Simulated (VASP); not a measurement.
Set up this calculation in VASP 6.6.1, as the native input.

```yaml
Task: single point
Functional: r2SCAN
Potentials_or_basis: VASP PAW PBE potentials, release 64 (K_sv, Zn, F)
Cutoff: 520 eV
k_mesh: 6 × 6 × 6
Occupations: gaussian, width 0.05 eV
Spin: no spin polarisation
Dipole_correction: no
Further_INCAR_settings: ALGO = Normal; EDIFF = 1e-07; NBANDS = 29
```

Crystal: KZnF3.

```
CELL_PARAMETERS angstrom
4.05000 0.02531 0.00000
0.02531 4.05000 0.00000
0.00000 0.00000 4.05000
ATOMIC_POSITIONS crystal
K 0.00000 0.00000 0.00000
Zn 0.50000 0.50000 0.50000
F 0.50000 0.50000 0.00000
F 0.00000 0.50000 0.50000
F 0.50000 0.00000 0.50000
```

This cell differs from its parent crystal: strain +0.0125 x Voigt [0, 0, 0, 0, 0, 1].

The input as run:

POSCAR

```
KZnF3
1.0
    4.0500000000      0.0253125000      0.0000000000
    0.0253125000      4.0500000000      0.0000000000
    0.0000000000      0.0000000000      4.0500000000
K Zn F
1 1 3
Direct
    0.0000000000      0.0000000000      0.0000000000
    0.5000000000      0.5000000000      0.5000000000
    0.5000000000      0.5000000000      0.0000000000
    0.0000000000      0.5000000000      0.5000000000
    0.5000000000      0.0000000000      0.5000000000
```

INCAR.step1

```
SYSTEM = KZnF3
ALGO     = Normal         ! electronic algorithm
EDIFF    = 1E-4           ! SCF threshold, eV
ENCUT    = 520            ! plane-wave cutoff, eV
GGA      = PE             ! functional
ISMEAR   = 0              ! smearing method
LASPH    = .True.         ! aspherical terms in the spheres
LCHARG   = .False.        ! write CHGCAR
LREAL    = .False.        ! projectors in reciprocal space
LWAVE    = .True.         ! write WAVECAR
NBANDS   = 29             ! bands
NELM     = 80             ! most SCF steps
PREC     = Accurate       ! precision mode
SIGMA    = 0.05           ! smearing width, eV
```

INCAR.step2

```
SYSTEM = KZnF3
ALGO     = Normal         ! electronic algorithm
EDIFF    = 1E-7           ! SCF threshold, eV
ENCUT    = 520            ! plane-wave cutoff, eV
ISIF     = 2              ! what is computed and relaxed
ISMEAR   = 0              ! smearing method
ISTART   = 1            
LASPH    = .True.         ! aspherical terms in the spheres
LCHARG   = .True.         ! write CHGCAR
LELF     = .True.         ! ELF
LMIXTAU  = .True.       
LREAL    = .False.        ! projectors in reciprocal space
LVHAR    = .True.       
LWAVE    = .False.        ! write WAVECAR
METAGGA  = R2SCAN         ! meta-GGA
NBANDS   = 29             ! bands
NELM     = 80             ! most SCF steps
PREC     = Accurate       ! precision mode
SIGMA    = 0.05           ! smearing width, eV
```

KPOINTS

```
k-points
0
Gamma
  6 6 6
  0 0 0
```

Potentials or basis: VASP PAW PBE potentials, release 64 (K_sv, Zn, F).

Command:

```console
$ cat potpaw_PBE.64/K_sv/POTCAR potpaw_PBE.64/Zn/POTCAR potpaw_PBE.64/F/POTCAR > POTCAR
$ cp INCAR.step1 INCAR
$ mpirun -np 1 vasp_std > vasp.out
$ cp INCAR.step2 INCAR
$ mpirun -np 1 vasp_std > vasp.out
```

It gave:

```yaml
Pressure: 0.0 GPa
Band_gap_on_the_k_mesh: 4.58 eV (least direct gap 6.54 eV)
```

Caveat: the cell differs from its parent crystal (strain +0.0125 x Voigt [0, 0, 0, 0, 0, 1]); the PAW data sets were made with another functional, which shifts forces and pressure a little.

Run time: 2.6 min on 1 thread of AMD EPYC 9R45 96-Core Processor (Zen 5), with other jobs on the host, peak memory 0.2 GiB.
